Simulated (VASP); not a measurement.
Input of a VASP 6.6.1 run:

Contents of INCAR:

```
SYSTEM = Er4Cl
ALGO     = Normal         ! electronic algorithm
EDIFF    = 1E-6           ! SCF threshold, eV
ENCUT    = 500            ! plane-wave cutoff, eV
GGA      = PE             ! functional
GGA_COMPAT= .False.      
ISIF     = 2              ! what is computed and relaxed
ISMEAR   = 0              ! smearing method
LASPH    = .True.         ! aspherical terms in the spheres
LCHARG   = .False.        ! write CHGCAR
LMAXMIX  = 6              ! l up to which the mixer works
LREAL    = .False.        ! projectors in reciprocal space
LWAVE    = .False.        ! write WAVECAR
NBANDS   = 30             ! bands
NELM     = 200            ! most SCF steps
PREC     = Accurate       ! precision mode
SIGMA    = 0.1            ! smearing width, eV
```

KPOINTS

```
k-points
0
Gamma
  4 4 4
  0 0 0
```

The input POSCAR:

```
Er4Cl
1.0
    5.4872407600      0.0000000000      0.0000000000
    0.0000000000      5.4872407600      0.0000000000
    0.0000000000      0.0000000000      4.8515706000
Er Cl
4 1
Direct
    0.7897573800      0.5000000000      0.0000000000
    0.2102426200      0.5000000000      0.0000000000
    0.5000000000      0.2102426200      0.0000000000
    0.5000000000      0.7897573800      0.0000000000
    0.0000000000      0.0000000000      0.0000000000
```

Potentials or basis: VASP PAW PBE potentials, release 64 (Er_3, Cl), 4f in core.

Run with:

```console
$ cat potpaw_PBE.64/Er_3/POTCAR potpaw_PBE.64/Cl/POTCAR > POTCAR
$ mpirun -np 1 vasp_std > vasp.out
```

**Question.** Estimate the band gap on the k mesh.

**Answer.** Zero (an odd number of electrons rules out a gap without spin polarisation).

**Question.** Predict the largest force.

**Answer.** 3.287 eV/Å.

**Question.** What does it give for the pressure?

**Answer.** 28.7 GPa.

Forces on the atoms (eV/Å):
```
Er   3.287  0.000  0.000
Er  -3.287  0.000  0.000
Er   0.000 -3.287  0.000
Er   0.000  3.287  0.000
Cl   0.000  0.000  0.000
```

Caveat: the stress differs along the axes, from -6 to 46 GPa; spin-orbit coupling is left out, which moves the levels of the heavy elements; the 4f electrons are frozen in the core, so they carry no moment and show no levels; the run has no spin polarisation, though such a crystal can be magnetic; forces of over 1 eV/Å act on the atoms, so gaps and moduli don't describe the material at rest. With open d or f shells a metallic result of PBE can be an artefact of self-interaction; +U or a hybrid may open a gap.
